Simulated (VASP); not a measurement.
AgBr:

```xyz
2
Lattice="4.0590 0.0000 0.0000 2.0295 3.5152 0.0000 2.0295 1.1717 3.3142" Properties=species:S:1:pos:R:3 pbc="T T T"
Ag    0.0000    0.0000    0.0000
Br    4.0590    2.3435    1.6571
```

Base run:

```yaml
Program: VASP 6.6.1
Functional: PBE
Potentials_or_basis: VASP PAW PBE potentials, release 64 (Ag, Br)
Cutoff: 500 eV
k_mesh: 5 × 5 × 5
Occupations: gaussian, width 0.01 eV
Spin: no spin polarisation
```

Its results: band gap on the k mesh 0.81 eV, indirect (least direct gap 2.60 eV); pressure 2.3 GPa.

The run is repeated on the same cell with these changes: k mesh from 5 × 5 × 5 to 3 × 3 × 3. What comes out?

Band gap on the k mesh 1.03 eV, indirect (least direct gap 2.56 eV); pressure 3.1 GPa.

Caveats: some runs use coarse meshes.

A k mesh can miss the band edges.
